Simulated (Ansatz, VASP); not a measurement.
## One calculation of WSe4, two programs

The input INCAR:

```
SYSTEM = WSe4
  ALGO = Normal
  EDIFF = 1E-7
  ENCUT = 520
  GGA = PE
  ISIF = 2
  ISMEAR = 0
  LASPH = .TRUE.
  LCHARG = .TRUE.
  LELF = .TRUE.
  LREAL = .FALSE.
  LVHAR = .TRUE.
  LWAVE = .FALSE.
  NBANDS = 27
  NELM = 80
  PREC = Accurate
  SIGMA = 0.05
```

File KPOINTS:

```
k-points
0
G
  9 9 1
  0 0 0
```

Contents of POSCAR:

```
WSe4
1.0
    3.3200828450      0.0000000000      0.0000000000
   -1.6600414225      2.8752760865      0.0000000000
    0.0000000000      0.0000000000     37.9517854828
Se W
4 1
Direct
    0.3333333333      0.6666666667      0.1053968858
    0.3333333333      0.6666666667      0.4557769526
    0.3333333333      0.6666666667      0.5442230474
    0.3333333333      0.6666666667      0.8946031142
    0.0000000000      0.0000000000      0.5000000000
```

Input for Ansatz:

```yaml
crystal:
  lattice:
    - [3.320082845, 0.0, 0.0]
    - [-1.6600414225, 2.8752760865, 0.0]
    - [0.0, 0.0, 37.9517854828]
  atoms:
    - { symbol: Se, position: [0.3333333333, 0.6666666667, 0.1053968858] }
    - { symbol: Se, position: [0.3333333333, 0.6666666667, 0.4557769526] }
    - { symbol: W, position: [0.0, 0.0, 0.5] }
    - { symbol: Se, position: [0.3333333333, 0.6666666667, 0.5442230474] }
    - { symbol: Se, position: [0.3333333333, 0.6666666667, 0.8946031142] }
basis:
  ecutwfc: 420
kpoints:
  mp_grid: { grid: [9, 9, 1] }
hamiltonian:
  xc: pbe
scf:
  occupations: { method: gaussian, width: 0.05 }
output:
  forces: true
  stress: true
  eigenvalues: true
```

Alike in both runs: task single point; functional PBE; k mesh 9 × 9 × 1; occupations gaussian, width 0.05 eV; no spin polarisation.

|  | VASP | Ansatz |
| --- | --- | --- |
| version | VASP 6.6.1 | Ansatz 0.2.0 |
| potentials or method | VASP PAW PBE potentials, release 64 (Se, W_sv), cutoff 520 eV | scalar-relativistic, plane waves, PAW |
| valence electrons in the cell | 38 | 78 |

VASP gave:

| Property | Result |
| --- | --- |
| gap on the k mesh at the Fermi level (eV) | none |
| rms of the force components (eV/Å) | 0.021 |

**Question.** Estimate Ansatz's values.

**Answer.** gap on the k mesh at the Fermi level (eV): none; rms of the force components (eV/Å): 0.004.

A gap of «none» marks a metal or a gap that the smearing closes. VASP's potentials hold 38 valence electrons a cell and Ansatz's 78, so a difference there can come from the potentials and not from the codes.

Neither program's run includes spin-orbit coupling.
